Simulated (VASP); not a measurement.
# AlN (Fm-3m) in VASP: single point with PBEsol

Aim: the single point of AlN with PBEsol.

The COD entry that gives the cell may itself be a prediction, so a difference from it is no test against experiment.

Everything below comes from runs of VASP 6.6.1. Logs are shortened: lines on timing, memory, paths and dates and some standing lists are left out, and cuts for length are marked.

## 1. The cell of the first run

It takes space group Fm-3m (No. 225, cubic). Conventional cell: a = 3.938 Å, b = 3.938 Å, c = 3.938 Å, α = 90.00°, β = 90.00°, γ = 90.00°. Al (site symmetry m-3m) has 6 N at 1.97 Å within 2.6 Å. N (site symmetry m-3m) has 6 Al at 1.97 Å within 2.6 Å.

## 2. Single point, PBEsol

The input, INCAR:

```
SYSTEM = AlN
PREC = Accurate ; ENCUT = 520
EDIFF = 1E-6 ; ISMEAR = 0
SIGMA = 0.01 ; LREAL = .FALSE.
LASPH = .TRUE. ; NELM = 80
ALGO = Normal ; ISIF = 2
LWAVE = .FALSE. ; LCHARG = .TRUE.
GGA = PS ; LELF = .TRUE.
LVHAR = .TRUE. ; NBANDS = 11
```

The input, KPOINTS:

```
Automatic mesh
0
G
  8 8 8
  0 0 0
```

The input, POSCAR:

```
AlN
1.0
    0.0000000000      1.9690000000      1.9690000000
    1.9690000000      0.0000000000      1.9690000000
    1.9690000000      1.9690000000      0.0000000000
Al N
1 1
Direct
    0.0000000000      0.0000000000      0.0000000000
    0.5000000000      0.5000000000      0.5000000000
```

Potentials or basis: VASP PAW PBE potentials, release 64 (Al, N).

Run with:

```
> cat potpaw_PBE.64/Al/POTCAR potpaw_PBE.64/N/POTCAR > POTCAR
> mpirun -np 1 vasp_std > vasp.out
```

OUTCAR:

```text
SYSTEM = AlN
   PREC = Accurate
   ENCUT = 520
   EDIFF = 1E-6
   ISMEAR = 0
   LREAL = .FALSE.
   LASPH = .TRUE.
   NELM = 80
   ISIF = 2
   GGA = PS

 ion  position               nearest neighbor table
   1  0.000  0.000  0.000-   2 1.97   2 1.97   2 1.97   2 1.97   2 1.97   2 1.97
   2  0.500  0.500  0.500-   1 1.97   1 1.97   1 1.97   1 1.97   1 1.97   1 1.97

  LATTYP: Found a face centered cubic cell.
 ALAT       =     3.9380000000

  Lattice vectors:

 A1 = (   0.0000000000,   1.9690000000,   1.9690000000)
 A2 = (   1.9690000000,   0.0000000000,   1.9690000000)
 A3 = (   1.9690000000,   1.9690000000,   0.0000000000)

Analysis of symmetry for initial positions (statically):
=====================================================================
 Subroutine PRICEL returns:
 Original cell was already a primitive cell.

 Routine SETGRP: Setting up the symmetry group for a
 face centered cubic supercell.

 Subroutine GETGRP returns: Found 48 space group operations
 (whereof 48 operations were pure point group operations)
 out of a pool of 48 trial point group operations.

The static configuration has the point symmetry O_h .

Analysis of symmetry for dynamics (positions and initial velocities):
=====================================================================
 Subroutine PRICEL returns:
 Original cell was already a primitive cell.

 Routine SETGRP: Setting up the symmetry group for a
 face centered cubic supercell.

 Subroutine GETGRP returns: Found 48 space group operations
 (whereof 48 operations were pure point group operations)
 out of a pool of 48 trial point group operations.

The dynamic configuration has the point symmetry O_h .

 Subroutine INISYM returns: Found 48 space group operations
 (whereof 48 operations are pure point group operations),
 and found     1 'primitive' translations

----------------------------------------------------------------------------------------

                                     Primitive cell

  volume of cell :      15.2675

  direct lattice vectors                    reciprocal lattice vectors
     0.000000000  1.969000000  1.969000000    -0.253936008  0.253936008  0.253936008
     1.969000000  0.000000000  1.969000000     0.253936008 -0.253936008  0.253936008
     1.969000000  1.969000000  0.000000000     0.253936008  0.253936008 -0.253936008

  length of vectors
     2.784586504  2.784586504  2.784586504     0.439830068  0.439830068  0.439830068

  position of ions in fractional coordinates (direct lattice)
     0.000000000  0.000000000  0.000000000
     0.500000000  0.500000000  0.500000000

  ion indices of the primitive-cell ions
   primitive index   ion index
                 1           1
                 2           2

----------------------------------------------------------------------------------------

 KPOINTS: Automatic mesh

Automatic generation of k-mesh.
 Grid dimensions read from file:
 generate k-points for:    8    8    8

 Generating k-lattice:

  Cartesian coordinates                     Fractional coordinates (reciprocal lattice)
    -0.031742001  0.031742001  0.031742001     0.125000000  0.000000000  0.000000000
     0.031742001 -0.031742001  0.031742001     0.000000000  0.125000000  0.000000000
     0.031742001  0.031742001 -0.031742001     0.000000000  0.000000000  0.125000000

  Length of vectors
     0.054978758  0.054978758  0.054978758

  Shift w.r.t. Gamma in fractional coordinates (k-lattice)
     0.000000000  0.000000000  0.000000000

 Subroutine IBZKPT returns following result:
 ===========================================

 Found     29 irreducible k-points:

 Following reciprocal coordinates:
            Coordinates               Weight
  0.000000  0.000000  0.000000      1.000000
  0.125000  0.000000  0.000000      8.000000
  0.250000  0.000000  0.000000      8.000000
  0.375000  0.000000  0.000000      8.000000
  0.500000  0.000000  0.000000      4.000000
  0.125000  0.125000  0.000000      6.000000
[... 16 lines left out ...]
  0.500000  0.250000  0.125000     48.000000
 -0.375000  0.250000  0.125000     24.000000
 [... further k-points ...]
   k-points           NKPTS =     29   k-points in BZ     NKDIM =     29   number of bands    NBANDS=     11
   number of dos      NEDOS =    301   number of ions     NIONS =      2
   total plane-waves  NPLWV =  13824
   dimension x,y,z NGX =    24 NGY =   24 NGZ =   24
   dimension x,y,z NGXF=    48 NGYF=   48 NGZF=   48
   ions per type =               1   1
   NGX,Y,Z   is equivalent  to a cutoff of  14.33, 14.33, 14.33 a.u.
   NGXF,Y,Z  is equivalent  to a cutoff of  28.66, 28.66, 28.66 a.u.
 SYSTEM =  AlN
   PREC   = accura    normal or accurate (medium, high low for compatibility)
   ISTART =      0    job   : 0-new  1-cont  2-samecut
   ICHARG =      2    charge: 1-file 2-atom 10-const
   ISPIN  =      1    spin polarized calculation?
   LNONCOLLINEAR =      F non collinear calculations
   LSORBIT =      F    spin-orbit coupling
   LASPH  =      T    aspherical Exc in radial PAW
   ENCUT  =  520.0 eV  38.22 Ry    6.18 a.u.   5.18  5.18  5.18*2*pi/ulx,y,z
   NELM   =     80;   NELMIN=  2; NELMDL= -5     # of ELM steps
   EDIFF  = 0.1E-05   stopping-criterion for ELM
   LREAL  =      F    real-space projection
   EDIFFG = 0.1E-04   stopping-criterion for IOM
   NSW    =      0    number of steps for IOM
   IBRION =     -1    ionic relax: 0-MD 1-quasi-New 2-CG
   NFREE  =      0    steps in history (QN), initial steepest desc. (CG)
   ISIF   =      2    stress and relaxation
   ISYM   =      2    0-nonsym 1-usesym 2-fastsym
   POTIM  = 0.5000    time-step for ionic-motion
   TEBEG  =    0.0;   TEEND  =   0.0 temperature during run
   PSTRESS=    0.0 pullay stress
   NELECT =       8.0000    total number of electrons
   NUPDOWN=      -1.0000    fix difference up-down
   EMIN   =  10.00;   EMAX   =-10.00  energy-range for DOS
   EFERMI =   0.00;   METHOD = LEGACY
   ISMEAR =     0;   SIGMA  =   0.01  broadening in eV -4-tet -1-fermi 0-gaus
   EFERMI_NEDOS =   21; number of points for ismear=-14 and -15
   IALGO  =     38    algorithm
   IMIX   =      4    mixing-type and parameters
     AMIX     =   0.40;   BMIX     =  1.00
     AMIX_MAG =   1.60;   BMIX_MAG =  1.00
  volume/ion in A,a.u.               =       7.63        51.51
  Fermi-wavevector in a.u.,A,eV,Ry     =   1.319823  2.494104 23.700443  1.741933
  Thomas-Fermi vector in A             =   2.449694
   LORBIT       =      0    0 simple, 1 ext, 2 COOP (PROOUT), +10 PAW based schemes
   GGA     = PS    functional components
   LHFCALC =     F    Hartree Fock is set to
   AEXX    =    0.0000 exact exchange contribution
   IVDW    =     0    specifies the selected vdW correction
   LEPSILON=     F    determine dielectric tensor
   LRPA    =     F    only Hartree local field effects (RPA)
 non-spin polarized calculation
 Gauss-broadening in eV      SIGMA  =   0.01
  energy-cutoff  :      520.00
  volume of cell :       15.27
 maximum number of plane-waves:       428
 NGX is ok and might be reduce to    24
   NGX = 11   NGY = 11   NGZ = 11

 number of electron       8.0000000 magnetization

 Free energy of the ion-electron system (eV)
  ---------------------------------------------------
  ext. energy  EPLUGINS =         0.00000000
  ---------------------------------------------------
  free energy    TOTEN  =       -15.35510851 eV

  energy without entropy =      -15.35510851  energy(sigma->0) =      -15.35510851

 E-fermi :  10.9942     XC(G=0): -12.8304

 val. band max:       10.9498215802   @ k =   0.0000   0.0000   0.0000
 cond. band min:      15.9359339570   @ k =   0.5000   0.5000   0.0000
 fundamental gap:      4.9861123768
 Fermi energy:        10.9942084263

 k-point     1 :       0.0000    0.0000    0.0000
  band No.  band energies     occupation
      1      -7.3456      2.00000
      2      10.9498      2.00000
      3      10.9498      2.00000
      4      10.9498      2.00000
      5      17.8047      0.00000
      6      23.2204      0.00000
      7      23.2204      0.00000
      8      23.2204      0.00000
      9      28.5206      0.00000
     10      29.2216      0.00000
     11      29.2216      0.00000

 k-point     2 :       0.1250    0.0000    0.0000
  band No.  band energies     occupation
      1      -6.9995      2.00000
      2       9.4188      2.00000
      3      10.7331      2.00000
      4      10.7331      2.00000
      5      18.5598      0.00000
      6      22.1006      0.00000
      7      23.7152      0.00000
      8      23.7152      0.00000
      9      27.5110      0.00000
     10      27.5110      0.00000
     11      30.1369      0.00000

 k-point     3 :       0.2500    0.0000    0.0000
  band No.  band energies     occupation
      1      -6.0089      2.00000
      2       6.4023      2.00000
      3      10.2656      2.00000
      4      10.2656      2.00000
      5      18.4508      0.00000
      6      22.7323      0.00000
      7      23.7286      0.00000
      8      23.7286      0.00000
      9      27.6914      0.00000
     10      27.6914      0.00000
     11      29.1841      0.00000

 k-point     4 :       0.3750    0.0000    0.0000
  band No.  band energies     occupation
      1      -4.6041      2.00000
      2       3.4844      2.00000
      3       9.8576      2.00000
      4       9.8576      2.00000
      5      17.7544      0.00000
      6      22.8630      0.00000
      7      22.8630      0.00000
      8      24.5481      0.00000
      9      28.1833      0.00000
     10      30.3786      0.00000
     11      30.3786      0.00000
[... 239 lines left out ...]
 k-point    22 :       0.3750    0.2500    0.1250
  band No.  band energies     occupation
      1      -5.1872      2.00000
      2       6.0249      2.00000
      3       8.1314      2.00000
      4       9.6228      2.00000
      5      19.7877      0.00000
      6      20.5608      0.00000
      7      21.8566      0.00000
      8      25.6395      0.00000
      9      26.6815      0.00000
     10      31.2518      0.00000
     11      33.5922      0.00000

 k-point    23 :       0.5000    0.2500    0.1250
  band No.  band energies     occupation
      1      -3.9154      2.00000
      2       4.0919      2.00000
      3       7.1472      2.00000
      4       9.0423      2.00000
      5      19.7475      0.00000
      6      20.7084      0.00000
      7      22.3924      0.00000
      8      25.0329      0.00000
      9      28.6698      0.00000
     10      31.9335      0.00000
     11      33.9166      0.00000

 k-point    24 :      -0.3750    0.2500    0.1250
  band No.  band energies     occupation
      1      -3.1591      2.00000
      2       2.9818      2.00000
      3       6.9160      2.00000
      4       8.7596      2.00000
      5      19.8380      0.00000
      6      20.1127      0.00000
      7      23.9891      0.00000
      8      24.4853      0.00000
      9      29.8594      0.00000
     10      31.0063      0.00000
     11      34.3051      0.00000

 [... further k-points ...]
[... 5 lines left out ...]
  --------------------------------------------------------------------------------------
  -------------------------------------------------------------------------------------
  Total        2.3624143      2.3624143      2.3624143     -0.0000000      0.0000000     -0.0000000
  in kB      247.9131151    247.9131151    247.9131151     -0.0000000      0.0000000     -0.0000000
  external PRESSURE =     247.9131151 kB  Pullay stress =       0.0000000 kB

 VOLUME and BASIS-vectors are now :
 -----------------------------------------------------------------------------
  energy-cutoff  :      520.00
  volume of cell :       15.27
      direct lattice vectors                 reciprocal lattice vectors
     0.000000000  1.969000000  1.969000000    -0.253936008  0.253936008  0.253936008
     1.969000000  0.000000000  1.969000000     0.253936008 -0.253936008  0.253936008
     1.969000000  1.969000000  0.000000000     0.253936008  0.253936008 -0.253936008

 POSITION                                       TOTAL-FORCE (eV/Angst)
 -----------------------------------------------------------------------------------
      0.00000      0.00000      0.00000        -0.000000     -0.000000      0.000000
      1.96900      1.96900      1.96900         0.000000      0.000000      0.000000
 -----------------------------------------------------------------------------------
    total drift:                               -0.000000     -0.000000      0.000000

  FREE ENERGIE OF THE ION-ELECTRON SYSTEM (eV)
  ---------------------------------------------------
  free  energy   TOTEN  =       -15.3551085119 eV

  energy  without entropy=      -15.3551085119  energy(sigma->0) =      -15.35510851
```

Run time: 2.8 s. Hardware: 1 thread of Intel Xeon 6975P-C (Granite Rapids), shared host; peak memory 0.13 GiB.

What came out:

* Free energy: -15.3551 eV
* Pressure: 24.8 GPa
* Band gap on the k mesh: 4.99 eV, indirect (least direct gap 6.85 eV)

Caveat: the PAW data sets were made with another functional, which shifts forces and pressure a little. A k mesh can miss the band edges.
